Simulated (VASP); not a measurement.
# NiSbO4 (F-43m) in VASP: notebook

NiSbO4 is run at these levels: PBE; tasks: relaxation of cell and atoms, single point.

All numbers are computed with VASP 6.6.1; they aren't measurements. Logs are shortened: lines on timing, memory, paths and dates and some standing lists are left out, and cuts for length are marked.

### Step 1. The cell of the first run

It takes space group F-43m (No. 216, cubic). Conventional cell: a = 6.360 Å, b = 6.360 Å, c = 6.360 Å, α = 90.00°, β = 90.00°, γ = 90.00°. Ni (site symmetry -43m) has 12 O at 2.64 Å and 4 Sb at 2.75 Å within 3.5 Å. Sb (site symmetry -43m) has 12 O at 2.64 Å and 4 Ni at 2.75 Å within 3.5 Å. O (site symmetry 3m) has 6 O at 2.24 to 2.25 Å and 3 Ni at 2.64 Å and 3 Sb at 2.64 Å within 3.0 Å.

The cell was built from a structure type or drawn by symmetry, and may not be a known phase.

### Step 2. Relaxation of cell and atoms, PBE, collinear spin, ferromagnetic start

Input file INCAR:

```
SYSTEM = NiSbO4
PREC     = Accurate       ! precision mode
ENCUT    = 600            ! plane-wave cutoff, eV
EDIFF    = 1E-6           ! SCF threshold, eV
ISMEAR   = 0              ! smearing method
SIGMA    = 0.1            ! smearing width, eV
LREAL    = .FALSE.        ! projectors in reciprocal space
LASPH    = .TRUE.         ! aspherical terms in the spheres
NELM     = 150            ! most SCF steps
ALGO     = Normal         ! electronic algorithm
ISIF     = 3              ! what is computed and relaxed
LWAVE    = .FALSE.        ! write WAVECAR
LCHARG   = .FALSE.        ! write CHGCAR
ISPIN    = 2              ! spin polarisation
MAGMOM   = 0.76 0 0.5 0.5 0.5 0.5 ! initial moments
LORBIT   = 11             ! projections on sites
LMAXMIX  = 4              ! l up to which the mixer works
GGA      = PE             ! functional
IBRION   = 2              ! ionic algorithm
NSW      = 90             ! ionic steps
EDIFFG   = -0.04          ! ionic threshold
```

Input file KPOINTS:

```
regular mesh
0
G
  6 6 6
  0 0 0
```

Input file POSCAR:

```
NiSbO4
1.0
    0.0000000000      3.1798845759      3.1798845759
    3.1798845759      0.0000000000      3.1798845759
    3.1798845759      3.1798845759      0.0000000000
Ni Sb O
1 1 4
Direct
    0.7500000000      0.7500000000      0.7500000000
    0.0000000000      0.0000000000      0.0000000000
    0.3753483627      0.3753483627      0.8739549118
    0.8739549118      0.3753483627      0.3753483627
    0.3753483627      0.3753483627      0.3753483627
    0.3753483627      0.8739549118      0.3753483627
```

Potentials or basis: VASP PAW PBE potentials, release 64 (Ni, Sb, O).

Command:

```console
> cat potpaw_PBE.64/Ni/POTCAR potpaw_PBE.64/Sb/POTCAR potpaw_PBE.64/O/POTCAR > POTCAR
> mpirun -np 1 vasp_std > vasp.out
```

OUTCAR:

```text
SYSTEM = NiSbO4
   PREC = Accurate
   ENCUT = 600
   EDIFF = 1E-6
   ISMEAR = 0
   LREAL = .FALSE.
   LASPH = .TRUE.
   NELM = 150
   ISIF = 3
   ISPIN = 2
   LORBIT = 11
   GGA = PE
   IBRION = 2
   NSW = 90
   EDIFFG = -0.04

 ion  position               nearest neighbor table
   1  0.750  0.750  0.750-   2 2.75   2 2.75   2 2.75   2 2.75
   2  0.000  0.000  0.000-   3 2.64   4 2.64   6 2.64   5 2.64   5 2.64   5 2.64   3 2.64   4 2.64
                             4 2.64   3 2.64   6 2.64   6 2.64   1 2.75   1 2.75   1 2.75   1 2.75
   3  0.375  0.375  0.874-   2 2.64   2 2.64   2 2.64
   4  0.874  0.375  0.375-   2 2.64   2 2.64   2 2.64
   5  0.375  0.375  0.375-   2 2.64   2 2.64   2 2.64
   6  0.375  0.874  0.375-   2 2.64   2 2.64   2 2.64

  LATTYP: Found a face centered cubic cell.
 ALAT       =     6.3597691518

  Lattice vectors:

 A1 = (   0.0000000000,   3.1798845759,   3.1798845759)
 A2 = (   3.1798845759,   0.0000000000,   3.1798845759)
 A3 = (   3.1798845759,   3.1798845759,   0.0000000000)

Analysis of symmetry for initial positions (statically):
=====================================================================
 Subroutine PRICEL returns:
 Original cell was already a primitive cell.

 Routine SETGRP: Setting up the symmetry group for a
 face centered cubic supercell.

 Subroutine GETGRP returns: Found 24 space group operations
 (whereof 24 operations were pure point group operations)
 out of a pool of 48 trial point group operations.

The static configuration has the point symmetry T_d .

Analysis of symmetry for dynamics (positions and initial velocities):
=====================================================================
 Subroutine PRICEL returns:
 Original cell was already a primitive cell.

 Routine SETGRP: Setting up the symmetry group for a
 face centered cubic supercell.

 Subroutine GETGRP returns: Found 24 space group operations
 (whereof 24 operations were pure point group operations)
 out of a pool of 48 trial point group operations.

The dynamic configuration has the point symmetry T_d .

Analysis of structural, dynamic, and magnetic symmetry:
=====================================================================
 Subroutine PRICEL returns:
 Original cell was already a primitive cell.

 Routine SETGRP: Setting up the symmetry group for a
 face centered cubic supercell.

 Subroutine GETGRP returns: Found 24 space group operations
 (whereof 24 operations were pure point group operations)
 out of a pool of 48 trial point group operations.

The overall configuration has the point symmetry T_d .

 Subroutine INISYM returns: Found 24 space group operations
 (whereof 24 operations are pure point group operations),
 and found     1 'primitive' translations

----------------------------------------------------------------------------------------

                                     Primitive cell

  volume of cell :      64.3079

  direct lattice vectors                    reciprocal lattice vectors
     0.000000000  3.179884576  3.179884576    -0.157238412  0.157238412  0.157238412
     3.179884576  0.000000000  3.179884576     0.157238412 -0.157238412  0.157238412
     3.179884576  3.179884576  0.000000000     0.157238412  0.157238412 -0.157238412

  length of vectors
     4.497035894  4.497035894  4.497035894     0.272344918  0.272344918  0.272344918

  position of ions in fractional coordinates (direct lattice)
     0.750000000  0.750000000  0.750000000
     0.000000000  0.000000000  0.000000000
     0.375348363  0.375348363  0.873954912
     0.873954912  0.375348363  0.375348363
     0.375348363  0.375348363  0.375348363
     0.375348363  0.873954912  0.375348363

  ion indices of the primitive-cell ions
   primitive index   ion index
                 1           1
                 2           2
                 3           3
                 4           4
                 5           5
                 6           6

----------------------------------------------------------------------------------------

 KPOINTS: regular mesh

Automatic generation of k-mesh.
 Grid dimensions read from file:
 generate k-points for:    6    6    6

 Generating k-lattice:

  Cartesian coordinates                     Fractional coordinates (reciprocal lattice)
    -0.026206402  0.026206402  0.026206402     0.166666667  0.000000000  0.000000000
     0.026206402 -0.026206402  0.026206402     0.000000000  0.166666667  0.000000000
     0.026206402  0.026206402 -0.026206402     0.000000000  0.000000000  0.166666667

  Length of vectors
     0.045390820  0.045390820  0.045390820

  Shift w.r.t. Gamma in fractional coordinates (k-lattice)
     0.000000000  0.000000000  0.000000000

 Subroutine IBZKPT returns following result:
 ===========================================

 Found     16 irreducible k-points:

 Following reciprocal coordinates:
            Coordinates               Weight
  0.000000  0.000000  0.000000      1.000000
  0.166667  0.000000  0.000000      8.000000
  0.333333  0.000000  0.000000      8.000000
  0.500000  0.000000  0.000000      4.000000
  0.166667  0.166667  0.000000      6.000000
  0.333333  0.166667  0.000000     24.000000
[... 8 lines left out ...]
 -0.333333  0.333333  0.166667     24.000000
 -0.333333  0.500000  0.166667     12.000000
   k-points           NKPTS =     16   k-points in BZ     NKDIM =     16   number of bands    NBANDS=     24
   number of dos      NEDOS =    301   number of ions     NIONS =      6
   total plane-waves  NPLWV =  46656
   dimension x,y,z NGX =    36 NGY =   36 NGZ =   36
   dimension x,y,z NGXF=    72 NGYF=   72 NGZF=   72
   ions per type =               1   1   4
   NGX,Y,Z   is equivalent  to a cutoff of  13.31, 13.31, 13.31 a.u.
   NGXF,Y,Z  is equivalent  to a cutoff of  26.62, 26.62, 26.62 a.u.
 SYSTEM =  NiSbO4
   PREC   = accura    normal or accurate (medium, high low for compatibility)
   ISTART =      0    job   : 0-new  1-cont  2-samecut
   ICHARG =      2    charge: 1-file 2-atom 10-const
   ISPIN  =      2    spin polarized calculation?
   LNONCOLLINEAR =      F non collinear calculations
   LSORBIT =      F    spin-orbit coupling
   LASPH  =      T    aspherical Exc in radial PAW
   ENCUT  =  600.0 eV  44.10 Ry    6.64 a.u.   8.98  8.98  8.98*2*pi/ulx,y,z
   NELM   =    150;   NELMIN=  2; NELMDL= -5     # of ELM steps
   EDIFF  = 0.1E-05   stopping-criterion for ELM
   LREAL  =      F    real-space projection
   EDIFFG = -.4E-01   stopping-criterion for IOM
   NSW    =     90    number of steps for IOM
   IBRION =      2    ionic relax: 0-MD 1-quasi-New 2-CG
   NFREE  =      1    steps in history (QN), initial steepest desc. (CG)
   ISIF   =      3    stress and relaxation
   ISYM   =      2    0-nonsym 1-usesym 2-fastsym
   POTIM  = 0.5000    time-step for ionic-motion
   TEBEG  =    0.0;   TEEND  =   0.0 temperature during run
   PSTRESS=    0.0 pullay stress
   NELECT =      39.0000    total number of electrons
   NUPDOWN=      -1.0000    fix difference up-down
   EMIN   =  10.00;   EMAX   =-10.00  energy-range for DOS
   EFERMI =   0.00;   METHOD = LEGACY
   ISMEAR =     0;   SIGMA  =   0.10  broadening in eV -4-tet -1-fermi 0-gaus
   EFERMI_NEDOS =   21; number of points for ismear=-14 and -15
   IALGO  =     38    algorithm
   IMIX   =      4    mixing-type and parameters
     AMIX     =   0.40;   BMIX     =  1.00
     AMIX_MAG =   1.60;   BMIX_MAG =  1.00
  volume/ion in A,a.u.               =      10.72        72.33
  Fermi-wavevector in a.u.,A,eV,Ry     =   1.385718  2.618628 26.126121  1.920216
  Thomas-Fermi vector in A             =   2.510102
   LORBIT       =     11    0 simple, 1 ext, 2 COOP (PROOUT), +10 PAW based schemes
   GGA     = PE    functional components
   LHFCALC =     F    Hartree Fock is set to
   AEXX    =    0.0000 exact exchange contribution
   IVDW    =     0    specifies the selected vdW correction
   LEPSILON=     F    determine dielectric tensor
   LRPA    =     F    only Hartree local field effects (RPA)
 conjugate gradient relaxation of ions
 spin polarized calculation
 Gauss-broadening in eV      SIGMA  =   0.10
  energy-cutoff  :      600.00
  volume of cell :       64.31
 maximum number of plane-waves:      2168
   NGX = 17   NGY = 17   NGZ = 17

--------------------------------------- Ionic step        1  -------------------------------------------

 number of electron      39.0000026 magnetization       0.4286538

 number of electron      39.0000025 magnetization      -0.0450287

 Free energy of the ion-electron system (eV)
  ---------------------------------------------------
  ext. energy  EPLUGINS =         0.00000000
  ---------------------------------------------------
  free energy    TOTEN  =       -23.58323017 eV

  energy without entropy =      -23.53341413  energy(sigma->0) =      -23.55832215

------------------------ aborting loop because EDIFF is reached ----------------------------------------

  FORCE on cell =-STRESS in cart. coord.  units (eV):
  Direction    XX          YY          ZZ          XY          YZ          ZX
  --------------------------------------------------------------------------------------
  -------------------------------------------------------------------------------------
  Total       -0.8590561     -0.8590561     -0.8590561      0.0000000      0.0000000     -0.0000000
  in kB      -21.4026756    -21.4026756    -21.4026756      0.0000000      0.0000000     -0.0000000
  external PRESSURE =     -21.4026756 kB  Pullay stress =       0.0000000 kB
[... 109 lines left out ...]
--------------------------------------- Ionic step        4  -------------------------------------------

 number of electron      39.0000019 magnetization       0.0060304

 number of electron      39.0000019 magnetization      -0.0040058

 Free energy of the ion-electron system (eV)
  ---------------------------------------------------
  ext. energy  EPLUGINS =         0.00000000
  ---------------------------------------------------
  free energy    TOTEN  =       -23.59966293 eV

  energy without entropy =      -23.55476514  energy(sigma->0) =      -23.57721404

 E-fermi :   6.8378     XC(G=0): -11.9840

 val. band max:        6.8376289775   @ k =   0.1667   0.1667   0.0000
 cond. band min:       6.8396595151   @ k =  -0.3333   0.3333   0.0000
 fundamental gap:      0.0020305376
 Fermi energy:         6.8378393876

 spin component 1

 k-point     1 :       0.0000    0.0000    0.0000
  band No.  band energies     occupation
      1     -13.3544      1.00000
      2      -9.5857      1.00000
      3      -9.5857      1.00000
      4      -9.5857      1.00000
      5      -1.1600      1.00000
      6       0.0945      1.00000
[... 421 lines left out ...]
     23       9.1187      0.00000
     24      10.0897      0.00000
 Fermi energy:         6.8378393876

 spin component 2

 k-point     1 :       0.0000    0.0000    0.0000
  band No.  band energies     occupation
      1     -13.3561      1.00000
      2      -9.5878      1.00000
      3      -9.5878      1.00000
      4      -9.5878      1.00000
      5      -1.1603      1.00000
      6       0.0929      1.00000
[... 454 lines left out ...]
  FREE ENERGIE OF THE ION-ELECTRON SYSTEM (eV)
  ---------------------------------------------------
  free  energy   TOTEN  =       -23.5996629319 eV

  energy  without entropy=      -23.5547651418  energy(sigma->0) =      -23.57721404

 reached required accuracy - stopping structural energy minimisation

 total charge

# of ion       s       p       d       tot
------------------------------------------
    1        0.235   0.206   8.456   8.897
    2        1.306   0.737   0.079   2.121
    3        1.636   3.100   0.000   4.737
    4        1.636   3.100   0.000   4.737
    5        1.636   3.100   0.000   4.737
    6        1.636   3.100   0.000   4.737
--------------------------------------------------
tot          8.087  13.343   8.535  29.965

 magnetization (x)

# of ion       s       p       d       tot
------------------------------------------
    1        0.000   0.000   0.000   0.000
    2       -0.000   0.000   0.000   0.000
    3       -0.000  -0.001   0.000  -0.001
    4       -0.000  -0.001   0.000  -0.001
    5       -0.000  -0.001   0.000  -0.001
    6       -0.000  -0.001   0.000  -0.001
--------------------------------------------------
tot         -0.000  -0.004   0.000  -0.004
```

It took 3.4 min on 1 thread of Intel Xeon 6975P-C (Granite Rapids), shared host; peak memory 0.28 GiB.

Results:

```yaml
Free_energy: -23.5997 eV
Relaxed_volume: 10.53 Å³/atom
Relaxed_cell: a = 4.471 Å, b = 4.471 Å, c = 4.471 Å, α = 60.00°, β = 60.00°, γ = 60.00°
Space_group_after_relaxing_to_0.1_Å: F-43m (No. 216)
Energy_gained_by_relaxing: 2.7 meV/atom
Ionic_steps: 4
Pressure_after_relaxing: 0.2 GPa
Largest_force_after_relaxing: 0.018 eV/Å
Net_moment: 0.00 μB per cell
Valence_electrons_inside_the_program's_atomic_spheres: Ni 8.90; Sb 2.12; O 4.74
```

Forces in eV/Å, atoms in the order of the input:
```
Ni   0.000  0.000  0.000
Sb   0.000  0.000  0.000
O    0.010  0.010 -0.010
O   -0.010  0.010  0.010
O   -0.010 -0.010 -0.010
O    0.010 -0.010  0.010
```

Step by step:
| step | energy change (eV) | largest force (eV/Å) | pressure (GPa) | volume (Å³) |
| --- | --- | --- | --- | --- |
| 1 | 0.0000 | 0.2368 | -2.14 | 64.31 |
| 2 | -0.0147 | 0.0963 | 0.57 | 62.98 |
| 3 | -0.0147 | 0.0974 | 0.53 | 62.99 |
| 4 | -0.0164 | 0.0175 | 0.17 | 63.19 |

Final structure:
```cif
data_structure
_symmetry_space_group_name_H-M 'P 1'
_symmetry_Int_Tables_number 1
_cell_length_a 4.4707
_cell_length_b 4.4707
_cell_length_c 4.4707
_cell_angle_alpha 60.000
_cell_angle_beta 60.000
_cell_angle_gamma 60.000
_cell_volume 63.19
loop_
_atom_site_label
_atom_site_type_symbol
_atom_site_fract_x
_atom_site_fract_y
_atom_site_fract_z
_atom_site_occupancy
Ni1 Ni 0.75000 0.75000 0.75000 1
Sb1 Sb 0.00000 0.00000 0.00000 1
O1 O 0.37379 0.37379 0.87864 1
O2 O 0.87864 0.37379 0.37379 1
O3 O 0.37379 0.37379 0.37379 1
O4 O 0.37379 0.87864 0.37379 1
```

Caveat: spin-orbit coupling is left out, which moves the levels of the heavy elements; semilocal functionals often make such compounds metallic where correlation or magnetic order opens a gap, which also shifts bond lengths. With open d or f shells a metallic result of PBE can be an artefact of self-interaction; +U or a hybrid may open a gap.

### Step 3. Single point, PBE, collinear spin, ferromagnetic start

This run uses another cell than the first one, of 10.66 Å³/atom.

Input file INCAR:

```
SYSTEM = NiSbO4
  PREC = Accurate
  ENCUT = 520
  EDIFF = 1E-6
  ISMEAR = 0
  SIGMA = 0.1
  LREAL = .FALSE.
  LASPH = .TRUE.
  NELM = 150
  ALGO = Normal
  ISIF = 2
  LWAVE = .FALSE.
  LCHARG = .TRUE.
  ISPIN = 2
  MAGMOM = 0.7 0 0 0 0 0
  LORBIT = 11
  LMAXMIX = 4
  GGA = PE
  LELF = .TRUE.
  LVHAR = .TRUE.
  NBANDS = 32
```

Input file KPOINTS:

```
regular mesh
0
G
  10 10 10
  0 0 0
```

Input file POSCAR:

```
NiSbO4
1.0
    0.0000000000      3.1741099296      3.1741099296
    3.1741099296      0.0000000000      3.1741099296
    3.1741099296      3.1741099296      0.0000000000
Ni Sb O
1 1 4
Direct
    0.2500000000      0.2500000000      0.2500000000
    0.0000000000      0.0000000000      0.0000000000
    0.6259521435      0.6259521435      0.6259521435
    0.6259521435      0.6259521435      0.1221435696
    0.6259521435      0.1221435696      0.6259521435
    0.1221435696      0.6259521435      0.6259521435
```

Potentials or basis: VASP PAW PBE potentials, release 64 (Ni, Sb, O).

Command:

```console
> cat potpaw_PBE.64/Ni/POTCAR potpaw_PBE.64/Sb/POTCAR potpaw_PBE.64/O/POTCAR > POTCAR
> mpirun -np 1 vasp_std > vasp.out
```

It took 5 min on 1 thread of Intel Xeon 6975P-C (Granite Rapids), shared host; peak memory 0.35 GiB.

It converged, with:

```yaml
Free_energy: -23.6274 eV
Pressure: -0.6 GPa
Largest_force: 0.011 eV/Å
Net_moment: 0.77 μB per cell
Site_moments: Ni +0.63; Sb -0.02; O +0.05 μB
Valence_electrons_inside_the_program's_atomic_spheres: Ni 8.87; Sb 2.12; O 4.74
```

Forces on the atoms (eV/Å):
```
Ni   0.000  0.000  0.000
Sb   0.000  0.000  0.000
O    0.007  0.007  0.007
O   -0.007 -0.007  0.007
O   -0.007  0.007 -0.007
O    0.007 -0.007 -0.007
```

Levels at points of the mesh, in eV from the Fermi level:
Spin up:
| k point | band 17 | band 18 | band 19 | band 20 | band 21 | band 22 | band 23 | band 24 |
| --- | --- | --- | --- | --- | --- | --- | --- | --- |
| (0.00, 0.00, 0.00) | -0.18 | -0.18 | -0.18 | 0.82 | 0.82 | 0.82 | 1.93 | 1.93 |
| (0.50, 0.00, 0.00) | -0.76 | -0.76 | -0.75 | -0.15 | 0.56 | 0.78 | 0.78 | 3.65 |
| (0.50, 0.50, 0.00) | -1.32 | -1.25 | -0.78 | -0.52 | 0.63 | 0.63 | 1.84 | 3.60 |
Spin down:
```csv
k point,band 15,band 16,band 17,band 18,band 19,band 20,band 21,band 22,band 23,band 24
"(0.00, 0.00, 0.00)",0.02,0.02,0.02,0.02,0.02,0.75,0.75,0.75,2.01,2.01
"(0.50, 0.00, 0.00)",-0.52,-0.52,-0.30,-0.22,-0.22,0.06,0.62,0.74,0.74,3.72
"(0.50, 0.50, 0.00)",-1.02,-0.95,-0.95,-0.69,-0.38,0.15,0.61,0.61,1.95,3.69
```

Caveat: spin-orbit coupling is left out, which moves the levels of the heavy elements; a cell with one magnetic atom can't hold antiferromagnetic order, which such compounds often take; semilocal functionals often make such compounds metallic where correlation or magnetic order opens a gap, which also shifts bond lengths. With open d or f shells a metallic result of PBE can be an artefact of self-interaction; +U or a hybrid may open a gap.
